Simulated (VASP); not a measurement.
# MnB5 (F-43m) in VASP: notebook

MnB5 is run at these levels: PBE; tasks: relaxation of cell and atoms.

Program: VASP 6.6.1. These are calculated values, not measurements. Logs are shortened: lines on timing, memory, paths and dates and some standing lists are left out, and cuts for length are marked.

### 1 The cell of the first run

Symmetry: F-43m, No. 216, cubic system. Conventional cell: a = 5.367 Å, b = 5.367 Å, c = 5.367 Å, α = 90.00°, β = 90.00°, γ = 90.00°. Mn (site symmetry -43m) has 16 B at 2.22 to 2.32 Å within 2.9 Å. Within 2.9 Å of B (site symmetry -43m) lie 12 B at 2.23 Å and 4 Mn at 2.32 Å. B (site symmetry 3m) has 9 B at 1.87 to 2.23 Å and 3 Mn at 2.22 Å within 2.5 Å.

The cell was built from a structure type or drawn by symmetry, and may not be a known phase.

### 2 Relaxation of cell and atoms, PBE

INCAR reads:

```
PREC = Accurate
ENCUT = 600
EDIFF = 1E-6
ISMEAR = 0
SIGMA = 0.1
LREAL = F
LASPH = T
NELM = 100
ALGO = Normal
ISIF = 3
LWAVE = F
LCHARG = F
GGA = PE
IBRION = 2
NSW = 100
EDIFFG = -0.01
```

KPOINTS reads:

```
Automatic mesh
0
Gamma
  12 12 12
```

POSCAR reads:

```
MnB5
1.0
    0.0000000000      2.6834757204      2.6834757204
    2.6834757204      0.0000000000      2.6834757204
    2.6834757204      2.6834757204      0.0000000000
Mn B
1 5
Direct
    0.0000000000      0.0000000000      0.0000000000
    0.7500000000      0.7500000000      0.7500000000
    0.3730747436      0.3730747436      0.8807757691
    0.3730747436      0.8807757691      0.3730747436
    0.8807757691      0.3730747436      0.3730747436
    0.3730747436      0.3730747436      0.3730747436
```

Potentials or basis: VASP PAW PBE potentials, release 64 (Mn_pv, B).

On the command line:

```bash
cat potpaw_PBE.64/Mn_pv/POTCAR potpaw_PBE.64/B/POTCAR > POTCAR
mpirun -np 1 vasp_std > vasp.out
```

OUTCAR:

```text
PREC = Accurate
   ENCUT = 600
   EDIFF = 1E-6
   ISMEAR = 0
   LREAL = F
   LASPH = T
   NELM = 100
   ISIF = 3
   GGA = PE
   IBRION = 2
   NSW = 100
   EDIFFG = -0.01

 ion  position               nearest neighbor table
   1  0.000  0.000  0.000-   3 2.22   4 2.22   5 2.22   6 2.22   6 2.22   6 2.22   3 2.22   5 2.22
                             5 2.22   3 2.22   4 2.22   4 2.22   2 2.32   2 2.32   2 2.32   2 2.32
   2  0.750  0.750  0.750-   1 2.32   1 2.32   1 2.32   1 2.32
   3  0.373  0.373  0.881-   4 1.87   5 1.87   6 1.87   4 1.93   5 1.93   6 1.93   1 2.22   1 2.22
                             1 2.22
   4  0.373  0.881  0.373-   3 1.87   5 1.87   6 1.87   5 1.93   3 1.93   6 1.93   1 2.22   1 2.22
                             1 2.22
   5  0.881  0.373  0.373-   3 1.87   4 1.87   6 1.87   4 1.93   3 1.93   6 1.93   1 2.22   1 2.22
                             1 2.22
   6  0.373  0.373  0.373-   3 1.87   4 1.87   5 1.87   5 1.93   4 1.93   3 1.93   1 2.22   1 2.22
                             1 2.22

  LATTYP: Found a face centered cubic cell.
 ALAT       =     5.3669514408

  Lattice vectors:

 A1 = (   0.0000000000,   2.6834757204,   2.6834757204)
 A2 = (   2.6834757204,   0.0000000000,   2.6834757204)
 A3 = (   2.6834757204,   2.6834757204,   0.0000000000)

Analysis of symmetry for initial positions (statically):
=====================================================================
 Subroutine PRICEL returns:
 Original cell was already a primitive cell.

 Routine SETGRP: Setting up the symmetry group for a
 face centered cubic supercell.

 Subroutine GETGRP returns: Found 24 space group operations
 (whereof 24 operations were pure point group operations)
 out of a pool of 48 trial point group operations.

The static configuration has the point symmetry T_d .

Analysis of symmetry for dynamics (positions and initial velocities):
=====================================================================
 Subroutine PRICEL returns:
 Original cell was already a primitive cell.

 Routine SETGRP: Setting up the symmetry group for a
 face centered cubic supercell.

 Subroutine GETGRP returns: Found 24 space group operations
 (whereof 24 operations were pure point group operations)
 out of a pool of 48 trial point group operations.

The dynamic configuration has the point symmetry T_d .

 Subroutine INISYM returns: Found 24 space group operations
 (whereof 24 operations are pure point group operations),
 and found     1 'primitive' translations

----------------------------------------------------------------------------------------

                                     Primitive cell

  volume of cell :      38.6476

  direct lattice vectors                    reciprocal lattice vectors
     0.000000000  2.683475720  2.683475720    -0.186325517  0.186325517  0.186325517
     2.683475720  0.000000000  2.683475720     0.186325517 -0.186325517  0.186325517
     2.683475720  2.683475720  0.000000000     0.186325517  0.186325517 -0.186325517

  length of vectors
     3.795007758  3.795007758  3.795007758     0.322725262  0.322725262  0.322725262

  position of ions in fractional coordinates (direct lattice)
     0.000000000  0.000000000  0.000000000
     0.750000000  0.750000000  0.750000000
     0.373074744  0.373074744  0.880775769
     0.373074744  0.880775769  0.373074744
     0.880775769  0.373074744  0.373074744
     0.373074744  0.373074744  0.373074744

  ion indices of the primitive-cell ions
   primitive index   ion index
                 1           1
                 2           2
                 3           3
                 4           4
                 5           5
                 6           6

----------------------------------------------------------------------------------------

 KPOINTS: Automatic mesh

Automatic generation of k-mesh.
 Grid dimensions read from file:
 generate k-points for:   12   12   12

 Generating k-lattice:

  Cartesian coordinates                     Fractional coordinates (reciprocal lattice)
    -0.015527126  0.015527126  0.015527126     0.083333333  0.000000000  0.000000000
     0.015527126 -0.015527126  0.015527126     0.000000000  0.083333333  0.000000000
     0.015527126  0.015527126 -0.015527126     0.000000000  0.000000000  0.083333333

  Length of vectors
     0.026893772  0.026893772  0.026893772

  Shift w.r.t. Gamma in fractional coordinates (k-lattice)
     0.000000000  0.000000000  0.000000000

 Subroutine IBZKPT returns following result:
 ===========================================

 Found     72 irreducible k-points:

 Following reciprocal coordinates:
            Coordinates               Weight
  0.000000  0.000000  0.000000      1.000000
  0.083333  0.000000  0.000000      8.000000
  0.166667  0.000000  0.000000      8.000000
  0.250000  0.000000  0.000000      8.000000
  0.333333  0.000000  0.000000      8.000000
  0.416667  0.000000  0.000000      8.000000
[... 16 lines left out ...]
  0.500000  0.166667  0.000000     24.000000
 -0.416667  0.166667  0.000000     24.000000
 [... further k-points ...]
   k-points           NKPTS =     72   k-points in BZ     NKDIM =     72   number of bands    NBANDS=     18
   number of dos      NEDOS =    301   number of ions     NIONS =      6
   total plane-waves  NPLWV =  27000
   dimension x,y,z NGX =    30 NGY =   30 NGZ =   30
   dimension x,y,z NGXF=    60 NGYF=   60 NGZF=   60
   ions per type =               1   5
   NGX,Y,Z   is equivalent  to a cutoff of  13.14, 13.14, 13.14 a.u.
   NGXF,Y,Z  is equivalent  to a cutoff of  26.28, 26.28, 26.28 a.u.
 SYSTEM =  unknown system
   PREC   = accura    normal or accurate (medium, high low for compatibility)
   ISTART =      0    job   : 0-new  1-cont  2-samecut
   ICHARG =      2    charge: 1-file 2-atom 10-const
   ISPIN  =      1    spin polarized calculation?
   LNONCOLLINEAR =      F non collinear calculations
   LSORBIT =      F    spin-orbit coupling
   LASPH  =      T    aspherical Exc in radial PAW
   ENCUT  =  600.0 eV  44.10 Ry    6.64 a.u.   7.58  7.58  7.58*2*pi/ulx,y,z
   NELM   =    100;   NELMIN=  2; NELMDL= -5     # of ELM steps
   EDIFF  = 0.1E-05   stopping-criterion for ELM
   LREAL  =      F    real-space projection
   EDIFFG = -.1E-01   stopping-criterion for IOM
   NSW    =    100    number of steps for IOM
   IBRION =      2    ionic relax: 0-MD 1-quasi-New 2-CG
   NFREE  =      1    steps in history (QN), initial steepest desc. (CG)
   ISIF   =      3    stress and relaxation
   ISYM   =      2    0-nonsym 1-usesym 2-fastsym
   POTIM  = 0.5000    time-step for ionic-motion
   TEBEG  =    0.0;   TEEND  =   0.0 temperature during run
   PSTRESS=    0.0 pullay stress
   NELECT =      28.0000    total number of electrons
   NUPDOWN=      -1.0000    fix difference up-down
   EMIN   =  10.00;   EMAX   =-10.00  energy-range for DOS
   EFERMI =   0.00;   METHOD = LEGACY
   ISMEAR =     0;   SIGMA  =   0.10  broadening in eV -4-tet -1-fermi 0-gaus
   EFERMI_NEDOS =   21; number of points for ismear=-14 and -15
   IALGO  =     38    algorithm
   IMIX   =      4    mixing-type and parameters
     AMIX     =   0.40;   BMIX     =  1.00
     AMIX_MAG =   1.60;   BMIX_MAG =  1.00
  volume/ion in A,a.u.               =       6.44        43.47
  Fermi-wavevector in a.u.,A,eV,Ry     =   1.470347  2.778553 29.414711  2.161920
  Thomas-Fermi vector in A             =   2.585615
   LORBIT       =      0    0 simple, 1 ext, 2 COOP (PROOUT), +10 PAW based schemes
   GGA     = PE    functional components
   LHFCALC =     F    Hartree Fock is set to
   AEXX    =    0.0000 exact exchange contribution
   IVDW    =     0    specifies the selected vdW correction
   LEPSILON=     F    determine dielectric tensor
   LRPA    =     F    only Hartree local field effects (RPA)
 conjugate gradient relaxation of ions
 non-spin polarized calculation
 Gauss-broadening in eV      SIGMA  =   0.10
  energy-cutoff  :      600.00
  volume of cell :       38.65
 maximum number of plane-waves:      1308
   NGX = 15   NGY = 15   NGZ = 15

--------------------------------------- Ionic step        1  -------------------------------------------

 number of electron      28.0000000 magnetization

 Free energy of the ion-electron system (eV)
  ---------------------------------------------------
  ext. energy  EPLUGINS =         0.00000000
  ---------------------------------------------------
  free energy    TOTEN  =       -39.17675830 eV

  energy without entropy =      -39.17473160  energy(sigma->0) =      -39.17574495

------------------------ aborting loop because EDIFF is reached ----------------------------------------

  FORCE on cell =-STRESS in cart. coord.  units (eV):
  Direction    XX          YY          ZZ          XY          YZ          ZX
  --------------------------------------------------------------------------------------
  -------------------------------------------------------------------------------------
  Total       -0.0395985     -0.0395985     -0.0395985      0.0000000      0.0000000     -0.0000000
  in kB       -1.6415967     -1.6415967     -1.6415967      0.0000000      0.0000000     -0.0000000
  external PRESSURE =      -1.6415967 kB  Pullay stress =       0.0000000 kB

 VOLUME and BASIS-vectors are now :
 -----------------------------------------------------------------------------
  energy-cutoff  :      600.00
  volume of cell :       38.65
      direct lattice vectors                 reciprocal lattice vectors
     0.000000000  2.683475720  2.683475720    -0.186325517  0.186325517  0.186325517
     2.683475720  0.000000000  2.683475720     0.186325517 -0.186325517  0.186325517
     2.683475720  2.683475720  0.000000000     0.186325517  0.186325517 -0.186325517

 POSITION                                       TOTAL-FORCE (eV/Angst)
 -----------------------------------------------------------------------------------
      0.00000      0.00000      0.00000         0.000000      0.000000      0.000000
      4.02521      4.02521      4.02521         0.000000      0.000000      0.000000
      3.36468      3.36468      2.00227         0.013248      0.013248     -0.013248
      3.36468      2.00227      3.36468         0.013248     -0.013248      0.013248
      2.00227      3.36468      3.36468        -0.013248      0.013248      0.013248
      2.00227      2.00227      2.00227        -0.013248     -0.013248     -0.013248
 -----------------------------------------------------------------------------------
    total drift:                                0.000000      0.000000      0.000000

  FREE ENERGIE OF THE ION-ELECTRON SYSTEM (eV)
  ---------------------------------------------------
  free  energy   TOTEN  =       -39.1767583007 eV

  energy  without entropy=      -39.1747315963  energy(sigma->0) =      -39.17574495

--------------------------------------- Ionic step        2  -------------------------------------------

 number of electron      28.0000000 magnetization

 Free energy of the ion-electron system (eV)
  ---------------------------------------------------
  ext. energy  EPLUGINS =         0.00000000
  ---------------------------------------------------
  free energy    TOTEN  =       -39.17682502 eV

  energy without entropy =      -39.17486144  energy(sigma->0) =      -39.17584323

 E-fermi :  11.8387     XC(G=0): -13.4710

 val. band max:       11.7844808689   @ k =   0.5000   0.0833   0.0000
 cond. band min:      11.8953790610   @ k =  -0.1667   0.1667   0.0000
 fundamental gap:      0.1108981922
 Fermi energy:        11.8387082433

 k-point     1 :       0.0000    0.0000    0.0000
  band No.  band energies     occupation
      1     -37.2781      2.00000
      2     -37.2781      2.00000
      3     -37.2781      2.00000
      4      -6.5834      2.00000
      5       1.4032      2.00000
      6       3.2471      2.00000
[... 481 lines left out ...]
      5      -2.6063      2.00000
      6       0.5767      2.00000
[... 10 lines left out ...]
     17      13.4914      0.00000
     18      14.5668      0.00000

 [... further k-points ...]

------------------------ aborting loop because EDIFF is reached ----------------------------------------

  FORCE on cell =-STRESS in cart. coord.  units (eV):
  Direction    XX          YY          ZZ          XY          YZ          ZX
  --------------------------------------------------------------------------------------
  -------------------------------------------------------------------------------------
  Total        0.0220743      0.0220743      0.0220743      0.0000000      0.0000000      0.0000000
  in kB        0.9159877      0.9159877      0.9159877      0.0000000      0.0000000      0.0000000
  external PRESSURE =       0.9159877 kB  Pullay stress =       0.0000000 kB

 VOLUME and BASIS-vectors are now :
 -----------------------------------------------------------------------------
  energy-cutoff  :      600.00
  volume of cell :       38.61
      direct lattice vectors                 reciprocal lattice vectors
     0.000000000  2.682621330  2.682621330    -0.186384860  0.186384860  0.186384860
     2.682621330 -0.000000000  2.682621330     0.186384860 -0.186384860  0.186384860
     2.682621330  2.682621330 -0.000000000     0.186384860  0.186384860 -0.186384860

 POSITION                                       TOTAL-FORCE (eV/Angst)
 -----------------------------------------------------------------------------------
      0.00000      0.00000      0.00000         0.000000      0.000000      0.000000
      4.02393      4.02393      4.02393         0.000000      0.000000      0.000000
      3.36425      3.36425      2.00100        -0.001850     -0.001850      0.001850
      3.36425      2.00100      3.36425        -0.001850      0.001850     -0.001850
      2.00100      3.36425      3.36425         0.001850     -0.001850     -0.001850
      2.00100      2.00100      2.00100         0.001850      0.001850      0.001850
 -----------------------------------------------------------------------------------
    total drift:                                0.000000      0.000000      0.000000

  FREE ENERGIE OF THE ION-ELECTRON SYSTEM (eV)
  ---------------------------------------------------
  free  energy   TOTEN  =       -39.1768250234 eV

  energy  without entropy=      -39.1748614383  energy(sigma->0) =      -39.17584323

 reached required accuracy - stopping structural energy minimisation
```

It took 40 s on 1 thread of Intel Xeon 6975P-C (Granite Rapids), shared host; peak memory 0.2 GiB.

Results:

```
Free energy                           : -39.1768 eV
Relaxed volume                        : 6.44 Å³/atom
Relaxed cell                          : a = 3.794 Å, b = 3.794 Å, c = 3.794 Å, α = 60.00°, β = 60.00°, γ = 60.00°
Space group after relaxing (to 0.1 Å) : F-43m (No. 216)
Energy gained by relaxing             : 0.0 meV/atom
Ionic steps                           : 2
Pressure after relaxing               : 0.1 GPa
Largest force after relaxing          : 0.003 eV/Å
Band gap on the k mesh                : zero (bands 14 and 15 overlap by 0.22 eV)
```

Forces on the atoms (eV/Å):
```
Mn   0.000  0.000  0.000
B    0.000  0.000  0.000
B   -0.002 -0.002  0.002
B   -0.002  0.002 -0.002
B    0.002 -0.002 -0.002
B    0.002  0.002  0.002
```

Final structure:
```
Mn B
1.0
     0.00000    2.68262    2.68262
     2.68262    0.00000    2.68262
     2.68262    2.68262    0.00000
Mn B
1 5
Cartesian
  0.0000 0.0000 0.0000
  4.0239 4.0239 4.0239
  3.3642 3.3642 2.0010
  3.3642 2.0010 3.3642
  2.0010 3.3642 3.3642
  2.0010 2.0010 2.0010
```

Caveat: the run has no spin polarisation, though such a crystal can be magnetic. Spin polarisation is off, so any magnetic state and its effect on volume and gap are missing.

(Continued in part 2 of 2.)
